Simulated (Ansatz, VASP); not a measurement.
**H: VASP beside Ansatz**

```
CELL_PARAMETERS angstrom
11.00000 0.00000 0.00000
0.00000 11.50000 0.00000
0.00000 0.00000 12.00000
ATOMIC_POSITIONS crystal
H 0.45455 0.47826 0.46703
H 0.45455 0.47826 0.52881
```

Alike in both runs: functional r2SCAN; dispersion rVV10; k mesh 1 × 1 × 1; no spin polarisation.

Ansatz relaxed the structure, and its values are those at the end. VASP's run is a single point on that final structure, the one shown.

|  | VASP | Ansatz |
| --- | --- | --- |
| version | VASP 6.6.1 | Ansatz 0.2.0 |
| potentials or method | VASP PAW PBE potentials, release 64 (H) | scalar-relativistic, plane waves, PAW |
| plane-wave cutoff (eV) | 440 | 500 |
| occupations | gaussian, width 0.01 eV | fixed |
| valence electrons in the cell | 2 | 2 |

Ansatz gave:

| Item | Value |
| --- | --- |
| rms of the force components (eV/Å) | 0.000 |

Question: Which values does VASP return?

Answer: rms of the force components (eV/Å): 0.010.

VASP's potentials were made for PBE, not for r2SCAN.
